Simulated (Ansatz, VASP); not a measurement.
## Two plane-wave programs on TiAl3

File INCAR:

```
SYSTEM = TiAl3
  ALGO = Fast
  EDIFF = 1E-6
  ENCUT = 520
  GGA = CA
  ISIF = 2
  ISMEAR = 0
  LASPH = .True.
  LCHARG = .True.
  LELF = .True.
  LREAL = .False.
  LVHAR = .True.
  LWAVE = .False.
  NBANDS = 18
  NELM = 60
  PREC = Accurate
  SIGMA = 0.15
```

Contents of KPOINTS:

```
k-points
0
Gamma
  16 16 16
  0 0 0
```

File POSCAR:

```
TiAl3
1.0
   -1.8196074778      1.8196074778      4.0852059637
    1.8196074778     -1.8196074778      4.0852059637
    1.8196074778      1.8196074778     -4.0852059637
Ti Al
1 3
Direct
    0.0000000000      0.0000000000      0.0000000000
    0.5000000000      0.5000000000      0.0000000000
    0.7500000000      0.2500000000      0.5000000000
    0.2500000000      0.7500000000      0.5000000000
```

Input for Ansatz:

```yaml
crystal:
  lattice:
    - [-1.8196074778, 1.8196074778, 4.0852059637]
    - [1.8196074778, -1.8196074778, 4.0852059637]
    - [1.8196074778, 1.8196074778, -4.0852059637]
  atoms:
    - { symbol: Ti, position: [0.0, 0.0, 0.0] }
    - { symbol: Al, position: [0.5, 0.5, 0.0] }
    - { symbol: Al, position: [0.75, 0.25, 0.5] }
    - { symbol: Al, position: [0.25, 0.75, 0.5] }
basis:
  ecutwfc: 520.0
kpoints:
  mp_grid: { grid: [16, 16, 16] }
hamiltonian:
  xc: lda
  pseudopotentials: { kind: paw, azcp: { folder: soft_1 } }
scf:
  occupations: { method: gaussian, width: 0.15 }
output:
  forces: true
  stress: true
  eigenvalues: true
```

Alike in both runs: task single point; functional LDA; k mesh 16 × 16 × 16; occupations gaussian, width 0.15 eV; no spin polarisation.

```csv
,VASP,Ansatz
version,VASP 6.6.1,Ansatz 0.2.0
potentials or method,"VASP PAW LDA potentials, release 64 (Ti_sv, Al), cutoff 520 eV","scalar-relativistic, plane waves, PAW"
valence electrons in the cell,21,21
```

Ansatz gave:

| Item | Value |
| --- | --- |
| gap on the k mesh at the Fermi level (eV) | none |
| pressure (GPa) | 16.5 |
| traceless stress, the component that is largest in VASP (GPa) | -0.50 |

Q: What did VASP give for the same quantities?

A: gap on the k mesh at the Fermi level (eV): none; pressure (GPa): 16.8; traceless stress, the component that is largest in VASP (GPa): -0.51.

Ansatz warns that its potentials were made for another functional, while VASP's fit it. LDA's correlation is that of Perdew and Zunger in VASP and of Perdew and Wang (1992) in Ansatz. A gap of «none» marks a metal or a gap that the smearing closes.
